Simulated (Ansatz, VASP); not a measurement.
## Au: VASP beside Ansatz

INCAR

```
ALGO     = Normal         # electronic algorithm
EDIFF    = 1E-6           # SCF threshold, eV
ENCUT    = 520            # plane-wave cutoff, eV
GGA      = PS             # functional
ISIF     = 2              # what is computed and relaxed
ISMEAR   = 0              # smearing method
LASPH    = True           # aspherical terms in the spheres
LCHARG   = False          # write CHGCAR
LREAL    = False          # projectors in reciprocal space
LWAVE    = False          # write WAVECAR
NBANDS   = 12             # bands
NELM     = 100            # most SCF steps
PREC     = Accurate       # precision mode
SIGMA    = 0.1            # smearing width, eV
```

File KPOINTS:

```
k-points
0
Gamma
  18 18 18
```

The input POSCAR:

```
Au
1.0
    0.0000000000      2.0819081384      2.0819081384
    2.0819081384      0.0000000000      2.0819081384
    2.0819081384      2.0819081384      0.0000000000
Au
1
Direct
    0.0000000000      0.0000000000      0.0000000000
```

Input for Ansatz:

```yaml
crystal:
  lattice:
    - [0.0, 2.0819081384, 2.0819081384]
    - [2.0819081384, 0.0, 2.0819081384]
    - [2.0819081384, 2.0819081384, 0.0]
  atoms:
    - { symbol: Au, position: [0.0, 0.0, 0.0] }
basis:
  ecutwfc: 420
kpoints:
  mp_grid: { grid: [18, 18, 18] }
hamiltonian:
  xc: pbesol
scf:
  occupations: { method: gaussian, width: 0.1 }
output:
  forces: true
  stress: true
  eigenvalues: true
```

Alike in both runs: task single point; functional PBEsol; k mesh 18 × 18 × 18; occupations gaussian, width 0.1 eV; no spin polarisation.

|  | VASP | Ansatz |
| --- | --- | --- |
| version | VASP 6.6.1 | Ansatz 0.2.0 |
| potentials or method | VASP PAW PBE potentials, release 64 (Au), cutoff 520 eV | scalar-relativistic, plane waves, PAW |
| valence electrons in the cell | 11 | 19 |

VASP gave:

| Quantity | Value |
| --- | --- |
| gap on the k mesh at the Fermi level (eV) | none |
| pressure (GPa) | -8.9 |

Problem. Which values does Ansatz return?

Solution. gap on the k mesh at the Fermi level (eV): none; pressure (GPa): -8.6.

VASP's potentials were made for PBE, not for PBEsol. A gap of «none» marks a metal or a gap that the smearing closes. VASP's potentials hold 11 valence electrons a cell and Ansatz's 19, so a difference there can come from the potentials and not from the codes.

Spin-orbit coupling is off throughout.
